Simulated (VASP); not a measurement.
# SnO2 in VASP: further runs

SnO2 is run at these levels: LDA; tasks: single point.

All numbers are computed with VASP 6.6.1; they aren't measurements. Logs are shortened: lines on timing, memory, paths and dates and some standing lists are left out, and cuts for length are marked.

## 1. The cell of the first run

The typed cell holds 6 atoms: a = 4.720 Å, b = 4.721 Å, c = 3.189 Å, α = 90.00°, β = 90.00°, γ = 90.00°.

## 2. Single point, LDA (atoms displaced along a vibrational mode)

Contents of INCAR:

```
PREC = Accurate ; ENCUT = 520
EDIFF = 1E-6 ; ISMEAR = 0
SIGMA = 0.05 ; LREAL = F
LASPH = T ; NELM = 100
ALGO = Normal ; ISIF = 2
LWAVE = F ; LCHARG = F
GGA = CA ; NBANDS = 35
```

Contents of KPOINTS:

```
Automatic mesh
0
Gamma
  6 6 8
```

Contents of POSCAR:

```
SnO2
1.0
    4.7201335122      0.0000000000      0.0000000000
    0.0000000000      4.7206343096      0.0000000000
    0.0000000000      0.0000000000      3.1888226875
Sn O
2 4
Direct
    0.4934944068      0.4924863052      0.5000000000
    0.0065189374     -0.0075252158      0.0000000000
    0.2684848467      0.3475214221      0.0000000000
    0.8165740662      0.2082717236      0.5000000000
    0.2314656473      0.8474788091      0.5000000000
    0.6833764278      0.7083143366      0.0000000000
```

Potentials or basis: VASP PAW LDA potentials, release 64 (Sn_d, O).

On the command line:

```sh
cat potpaw_LDA.64/Sn_d/POTCAR potpaw_LDA.64/O/POTCAR > POTCAR
mpirun -np 1 vasp_std > vasp.out
```

OUTCAR:

```text
PREC = Accurate
   ENCUT = 520
   EDIFF = 1E-6
   ISMEAR = 0
   LREAL = F
   LASPH = T
   NELM = 100
   ISIF = 2
   GGA = CA

 ion  position               nearest neighbor table
   1  0.493  0.492  0.500-   4 2.03   3 2.03   3 2.03   5 2.08   6 2.09   6 2.09   2 3.66   2 3.66
                             2 3.66   2 3.66   2 3.74   2 3.74   2 3.74   2 3.74
   2  0.007  0.992  0.000-   6 2.03   5 2.03   5 2.03   3 2.08   4 2.09   4 2.09   1 3.66   1 3.66
                             1 3.66   1 3.66   1 3.74   1 3.74   1 3.74   1 3.74
   3  0.268  0.348  0.000-   1 2.03   1 2.03   2 2.08
   4  0.817  0.208  0.500-   1 2.03   2 2.09   2 2.09
   5  0.231  0.847  0.500-   2 2.03   2 2.03   1 2.08
   6  0.683  0.708  0.000-   2 2.03   1 2.09   1 2.09

  LATTYP: Found a simple orthorhombic cell.
 ALAT       =     3.1888226875
 B/A-ratio  =     1.4802119700
 C/A-ratio  =     1.4803690177

  Lattice vectors:

 A1 = (   0.0000000000,   0.0000000000,   3.1888226875)
 A2 = (   4.7201335122,   0.0000000000,   0.0000000000)
 A3 = (   0.0000000000,   4.7206343096,   0.0000000000)

Analysis of symmetry for initial positions (statically):
=====================================================================
 Subroutine PRICEL returns:
 Original cell was already a primitive cell.

 Routine SETGRP: Setting up the symmetry group for a
 simple orthorhombic supercell.

 Subroutine GETGRP returns: Found  2 space group operations
 (whereof  2 operations were pure point group operations)
 out of a pool of  8 trial point group operations.

The static configuration has the point symmetry C_1h.

Analysis of symmetry for dynamics (positions and initial velocities):
=====================================================================
 Subroutine PRICEL returns:
 Original cell was already a primitive cell.

 Routine SETGRP: Setting up the symmetry group for a
 simple orthorhombic supercell.

 Subroutine GETGRP returns: Found  2 space group operations
 (whereof  2 operations were pure point group operations)
 out of a pool of  8 trial point group operations.

The dynamic configuration has the point symmetry C_1h.

 Subroutine INISYM returns: Found  2 space group operations
 (whereof  2 operations are pure point group operations),
 and found     1 'primitive' translations

----------------------------------------------------------------------------------------

                                     Primitive cell

  volume of cell :      71.0534

  direct lattice vectors                    reciprocal lattice vectors
[... 100 lines left out ...]
   NFREE  =      0    steps in history (QN), initial steepest desc. (CG)
   ISIF   =      2    stress and relaxation
   ISYM   =      2    0-nonsym 1-usesym 2-fastsym
   POTIM  = 0.5000    time-step for ionic-motion
   TEBEG  =    0.0;   TEEND  =   0.0 temperature during run
   PSTRESS=    0.0 pullay stress
   NELECT =      52.0000    total number of electrons
   NUPDOWN=      -1.0000    fix difference up-down
   EMIN   =  10.00;   EMAX   =-10.00  energy-range for DOS
   EFERMI =   0.00;   METHOD = LEGACY
   ISMEAR =     0;   SIGMA  =   0.05  broadening in eV -4-tet -1-fermi 0-gaus
   EFERMI_NEDOS =   21; number of points for ismear=-14 and -15
   IALGO  =     38    algorithm
   IMIX   =      4    mixing-type and parameters
     AMIX     =   0.40;   BMIX     =  1.00
     AMIX_MAG =   1.60;   BMIX_MAG =  1.00
  volume/ion in A,a.u.               =      11.84        79.92
  Fermi-wavevector in a.u.,A,eV,Ry     =   1.475302  2.787917 29.613299  2.176516
  Thomas-Fermi vector in A             =   2.589968
   LORBIT       =      0    0 simple, 1 ext, 2 COOP (PROOUT), +10 PAW based schemes
   GGA     = CA    functional components
   LHFCALC =     F    Hartree Fock is set to
   AEXX    =    0.0000 exact exchange contribution
   IVDW    =     0    specifies the selected vdW correction
   LEPSILON=     F    determine dielectric tensor
   LRPA    =     F    only Hartree local field effects (RPA)
 non-spin polarized calculation
 Gauss-broadening in eV      SIGMA  =   0.05
  energy-cutoff  :      520.00
  volume of cell :       71.05
 maximum number of plane-waves:      1933
 NGX is ok and might be reduce to    36
   NGX = 17   NGY = 17   NGZ = 11

 number of electron      52.0000006 magnetization

 Free energy of the ion-electron system (eV)
  ---------------------------------------------------
  ext. energy  EPLUGINS =         0.00000000
  ---------------------------------------------------
  free energy    TOTEN  =       -42.06324569 eV

  energy without entropy =      -42.06324569  energy(sigma->0) =      -42.06324569

 E-fermi :   6.1711     XC(G=0): -11.8561

 val. band max:        5.9218589484   @ k =   0.0000   0.0000   0.0000
 cond. band min:       7.1467164856   @ k =   0.0000   0.0000   0.0000
 fundamental gap:      1.2248575373
 Fermi energy:         6.1710558228

 k-point     1 :       0.0000    0.0000    0.0000
  band No.  band energies     occupation
      1     -15.0015      2.00000
      2     -14.2849      2.00000
      3     -14.0196      2.00000
      4     -13.9910      2.00000
      5     -13.9824      2.00000
      6     -13.9099      2.00000
[... 901 lines left out ...]
     34      17.9593      0.00000
     35      18.6821      0.00000

 [... further k-points ...]

------------------------ aborting loop because EDIFF is reached ----------------------------------------

  FORCE on cell =-STRESS in cart. coord.  units (eV):
  Direction    XX          YY          ZZ          XY          YZ          ZX
  --------------------------------------------------------------------------------------
  -------------------------------------------------------------------------------------
  Total       -0.0399076     -0.5223697      0.6256175     -0.0004531      0.0000000      0.0000000
  in kB       -0.8998728    -11.7788683     14.1069937     -0.0102170      0.0000000      0.0000000
  external PRESSURE =       0.4760842 kB  Pullay stress =       0.0000000 kB

 VOLUME and BASIS-vectors are now :
 -----------------------------------------------------------------------------
  energy-cutoff  :      520.00
  volume of cell :       71.05
      direct lattice vectors                 reciprocal lattice vectors
     4.720133512  0.000000000  0.000000000     0.211858414  0.000000000  0.000000000
     0.000000000  4.720634310  0.000000000     0.000000000  0.211835939  0.000000000
     0.000000000  0.000000000  3.188822688     0.000000000  0.000000000  0.313595360

 POSITION                                       TOTAL-FORCE (eV/Angst)
 -----------------------------------------------------------------------------------
      2.32936      2.32485      1.59441         0.486358      0.743748      0.000000
      0.03077      4.68511      0.00000        -0.488110      0.745104      0.000000
      1.26728      1.64052      0.00000         0.298871     -0.393295      0.000000
      3.85434      0.98317      1.59441        -0.309944     -0.351379      0.000000
      1.09255      4.00064      1.59441        -0.298058     -0.392265      0.000000
      3.22563      3.34369      0.00000         0.310884     -0.351914      0.000000
 -----------------------------------------------------------------------------------
    total drift:                                0.000025      0.000703     -0.000000

  FREE ENERGIE OF THE ION-ELECTRON SYSTEM (eV)
  ---------------------------------------------------
  free  energy   TOTEN  =       -42.0632456858 eV

  energy  without entropy=      -42.0632456858  energy(sigma->0) =      -42.06324569
```

stdout:

```text
POSCAR found type information on POSCAR SnO
 POSCAR found :  2 types and       6 ions
 scaLAPACK will be used
 LDA part: xc-table for (Slater(with rela. corr.)+CA(PZ))
 , standard interpolation
 POSCAR, INCAR and KPOINTS ok, starting setup
 FFT: planning ... GRIDC
 FFT: planning ... GRID_SOFT
 FFT: planning ... GRID
 WAVECAR not read
 entering main loop
```

It took 68 s on 1 thread of Intel Xeon 6975P-C (Granite Rapids), shared host; peak memory 0.28 GiB.

What came out:

```
Free energy            : -42.0632 eV
Pressure               : 0.0 GPa
Largest force          : 0.891 eV/Å
Band gap on the k mesh : 1.22 eV
```

Forces in eV/Å, atoms in the order of the input:
```
Sn   0.486  0.744  0.000
Sn  -0.488  0.745  0.000
O    0.299 -0.393  0.000
O   -0.310 -0.351  0.000
O   -0.298 -0.392  0.000
O    0.311 -0.352  0.000
```

Caveat: the cell differs from its parent crystal (atoms displaced along a vibrational mode); spin-orbit coupling is left out, which moves the levels of the heavy elements.

## 3. Single point, LDA (atoms displaced along a vibrational mode)

Contents of INCAR:

```
ALGO = Normal ; EDIFF = 1E-6
ENCUT = 520 ; ISIF = 2
ISMEAR = 0 ; LASPH = T
LCHARG = T ; LELF = T
LREAL = F ; LVHAR = T
LWAVE = F ; NBANDS = 35
NELM = 60 ; PREC = Accurate
SIGMA = 0.05
```

Contents of KPOINTS:

```
k-points
0
Gamma
  6 6 8
```

Contents of POSCAR:

```
SnO2
1.0
    4.7201335122      0.0000000000      0.0000000000
    0.0000000000      4.7206343096      0.0000000000
    0.0000000000      0.0000000000      3.1888226875
Sn O
2 4
Direct
    0.4934944068      0.4924863052      0.5000000000
    0.0065189374     -0.0075252158      0.0000000000
    0.3222211680      0.2937922456      0.0000000000
    0.8703103875      0.2620009001      0.5000000000
    0.1777293260      0.7937496326      0.5000000000
    0.6296401065      0.7620435131      0.0000000000
```

Potentials or basis: VASP PAW LDA potentials, release 64 (Sn_d, O).

On the command line:

```sh
cat potpaw_LDA.64/Sn_d/POTCAR potpaw_LDA.64/O/POTCAR > POTCAR
mpirun -np 1 vasp_std > vasp.out
```

OUTCAR:

```text
EDIFF = 1E-6
   ENCUT = 520
   ISIF = 2
   ISMEAR = 0
   LASPH = T
   LREAL = F
   NELM = 60
   PREC = Accurate

 ion  position               nearest neighbor table
   1  0.493  0.492  0.500-   3 2.02   3 2.02   5 2.06   4 2.09   6 2.14   6 2.14   2 3.66   2 3.66
                             2 3.66   2 3.66   2 3.74   2 3.74   2 3.74   2 3.74
   2  0.007  0.992  0.000-   5 2.02   5 2.02   3 2.06   6 2.09   4 2.14   4 2.14   1 3.66   1 3.66
                             1 3.66   1 3.66   1 3.74   1 3.74   1 3.74   1 3.74
   3  0.322  0.294  0.000-   1 2.02   1 2.02   2 2.06
   4  0.870  0.262  0.500-   1 2.09   2 2.14   2 2.14
   5  0.178  0.794  0.500-   2 2.02   2 2.02   1 2.06
   6  0.630  0.762  0.000-   2 2.09   1 2.14   1 2.14

  LATTYP: Found a simple orthorhombic cell.
 ALAT       =     3.1888226875
 B/A-ratio  =     1.4802119700
 C/A-ratio  =     1.4803690177

  Lattice vectors:

 A1 = (   0.0000000000,   0.0000000000,   3.1888226875)
 A2 = (   4.7201335122,   0.0000000000,   0.0000000000)
 A3 = (   0.0000000000,   4.7206343096,   0.0000000000)

Analysis of symmetry for initial positions (statically):
=====================================================================
 Subroutine PRICEL returns:
[... 187 lines left out ...]
 k-point     1 :       0.0000    0.0000    0.0000
  band No.  band energies     occupation
      1     -14.9808      2.00000
      2     -14.2976      2.00000
      3     -14.0337      2.00000
      4     -14.0099      2.00000
      5     -13.9974      2.00000
      6     -13.9321      2.00000
[... 901 lines left out ...]
     34      17.7299      0.00000
     35      18.3185      0.00000

 [... further k-points ...]

------------------------ aborting loop because EDIFF is reached ----------------------------------------

  FORCE on cell =-STRESS in cart. coord.  units (eV):
  Direction    XX          YY          ZZ          XY          YZ          ZX
  --------------------------------------------------------------------------------------
  -------------------------------------------------------------------------------------
  Total       -0.6662825     -2.1096081      0.0916692     -0.0003695      0.0000000      0.0000000
  in kB      -15.0239457    -47.5693653      2.0670406     -0.0083321      0.0000000      0.0000000
  external PRESSURE =     -20.1754235 kB  Pullay stress =       0.0000000 kB

 VOLUME and BASIS-vectors are now :
 -----------------------------------------------------------------------------
  energy-cutoff  :      520.00
  volume of cell :       71.05
      direct lattice vectors                 reciprocal lattice vectors
     4.720133512  0.000000000  0.000000000     0.211858414  0.000000000  0.000000000
     0.000000000  4.720634310  0.000000000     0.000000000  0.211835939  0.000000000
     0.000000000  0.000000000  3.188822688     0.000000000  0.000000000  0.313595360

 POSITION                                       TOTAL-FORCE (eV/Angst)
 -----------------------------------------------------------------------------------
      2.32936      2.32485      1.59441         1.047707      0.916701      0.000000
      0.03077      4.68511      0.00000        -1.049255      0.917133      0.000000
      1.52093      1.38689      0.00000         0.363981     -0.131760      0.000000
      4.10798      1.23681      1.59441        -0.898617     -0.784966      0.000000
      0.83891      3.74700      1.59441        -0.363560     -0.131454      0.000000
      2.97199      3.59733      0.00000         0.899744     -0.785654      0.000000
 -----------------------------------------------------------------------------------
    total drift:                                0.000048     -0.000124     -0.000000

  FREE ENERGIE OF THE ION-ELECTRON SYSTEM (eV)
  ---------------------------------------------------
  free  energy   TOTEN  =       -41.8259466887 eV

  energy  without entropy=      -41.8259466887  energy(sigma->0) =      -41.82594669
```

stdout:

```text
POSCAR found type information on POSCAR SnO
 POSCAR found :  2 types and       6 ions
 scaLAPACK will be used
 LDA part: xc-table for (Slater(with rela. corr.)+CA(PZ))
 , standard interpolation
 POSCAR, INCAR and KPOINTS ok, starting setup
 FFT: planning ... GRIDC
 FFT: planning ... GRID_SOFT
 FFT: planning ... GRID
 WAVECAR not read
 entering main loop
```

Run time: 65 s. Hardware: 1 thread of Intel Xeon 6975P-C (Granite Rapids), shared host; peak memory 0.28 GiB.

Results:

```
Free energy            : -41.8259 eV
Pressure               : -2.0 GPa
Largest force          : 1.394 eV/Å
Band gap on the k mesh : 1.45 eV (least direct gap 1.57 eV)
```

Forces on the atoms (eV/Å):
```
Sn   1.048  0.917  0.000
Sn  -1.049  0.917  0.000
O    0.364 -0.132  0.000
O   -0.899 -0.785  0.000
O   -0.364 -0.131  0.000
O    0.900 -0.786  0.000
```

Stress tensor (GPa, compression positive):
```
-1.50  0.00  0.00
 0.00 -4.76  0.00
 0.00  0.00  0.21
```

Caveat: the cell differs from its parent crystal (atoms displaced along a vibrational mode); spin-orbit coupling is left out, which moves the levels of the heavy elements; forces of over 1 eV/Å act on the atoms, so gaps and moduli don't describe the material at rest. A k mesh can miss the band edges.

## 4. Single point, LDA (atoms displaced along a vibrational mode)

Contents of INCAR:

```
SYSTEM = SnO2
PREC = Accurate
ENCUT = 520
EDIFF = 1E-6
ISMEAR = 0
SIGMA = 0.05
LREAL = .False.
LASPH = .True.
NELM = 80
ALGO = Normal
ISIF = 2
LWAVE = .False.
LCHARG = .False.
GGA = CA
NBANDS = 35
```

Contents of KPOINTS:

```
Automatic mesh
0
Gamma
  6 6 8
  0 0 0
```

Contents of POSCAR:

```
SnO2
1.0
    4.7201335122      0.0000000000      0.0000000000
    0.0000000000      4.7206343096      0.0000000000
    0.0000000000      0.0000000000      3.1888226875
Sn O
2 4
Direct
    0.4934944068      0.4924863052      0.5000000000
    0.0065189374     -0.0075252158      0.0000000000
    0.2819226722      0.3340853833      0.0000000000
    0.8300118917      0.2217077624      0.5000000000
    0.2180278217      0.8340427702      0.5000000000
    0.6699386022      0.7217503755      0.0000000000
```

On the command line:

```sh
cat potpaw_LDA.64/Sn_d/POTCAR potpaw_LDA.64/O/POTCAR > POTCAR
mpirun -np 1 vasp_std > vasp.out
```

Wall time 2 min (1 thread of Intel Xeon Platinum 8488C (Sapphire Rapids), shared host); peak memory 0.29 GiB.

It converged, with:

```
Free energy            : -42.0518 eV
Pressure               : 0.6 GPa
Largest force          : 1.020 eV/Å
Band gap on the k mesh : 1.21 eV
```

Forces on the atoms (eV/Å):
```
Sn   0.674  0.762  0.000
Sn  -0.676  0.763  0.000
O    0.253 -0.386  0.000
O   -0.459 -0.377  0.000
O   -0.253 -0.385  0.000
O    0.460 -0.378  0.000
```

Stress tensor (GPa, compression positive):
```
 0.73  0.00  0.00
 0.00 -1.16  0.00
 0.00  0.00  2.32
```

Levels at points of the mesh, in eV from the valence-band top:
```csv
k point,band 22,band 23,band 24,band 25,band 26,band 27,band 28,band 29,band 30,band 31
"(0.00, 0.00, 0.00)",-1.23,-1.17,-0.85,-0.70,0.00,1.21,5.20,6.13,6.78,9.69
"(0.50, 0.00, 0.00)",-1.99,-1.43,-0.96,-0.67,-0.66,4.27,4.35,6.84,6.85,9.65
"(0.00, 0.50, 0.00)",-2.10,-1.13,-1.13,-0.53,-0.53,4.26,4.26,6.83,6.84,10.61
"(0.50, 0.50, 0.00)",-2.03,-1.29,-1.29,-0.91,-0.91,4.63,4.63,7.31,7.31,10.57
"(0.00, 0.00, 0.50)",-2.68,-1.75,-1.75,-1.22,-1.22,5.91,5.91,9.11,9.11,9.99
"(0.50, 0.00, 0.50)",-1.87,-1.05,-1.05,-0.65,-0.65,6.08,6.08,7.79,7.79,10.18
"(0.00, 0.50, 0.50)",-1.79,-1.21,-1.21,-0.63,-0.63,6.09,6.10,7.98,7.98,10.64
"(0.50, 0.50, 0.50)",-2.33,-1.06,-1.06,-0.71,-0.71,4.63,4.63,8.42,8.42,10.52
```

Caveat: the cell differs from its parent crystal (atoms displaced along a vibrational mode); spin-orbit coupling is left out, which moves the levels of the heavy elements; forces of over 1 eV/Å act on the atoms, so gaps and moduli don't describe the material at rest.

## 5. Overview

| cell | gap on the mesh (eV) | pressure (GPa) | largest force (eV/Å) |
| --- | --- | --- | --- |
| as given, atomic positions A | 1.22 | 0.0 | 0.89 |
| as given, atomic positions B | 1.45 | -2.0 | 1.39 |
| as given, atomic positions C | 1.21 | 0.6 | 1.02 |

Alike in all rows: task single point; level LDA; potentials or basis VASP PAW LDA potentials, release 64 (Sn_d, O); no spin polarisation; k mesh 6 × 6 × 8; cutoff (eV) 520; smearing gaussian 0.05 eV.

Caveats: spin-orbit coupling is left out, which moves the levels of the heavy elements; forces of over 1 eV/Å act on the atoms, so gaps and moduli don't describe the material at rest (at least some runs).

Absolute energies hang on the potentials; compare differences alone.
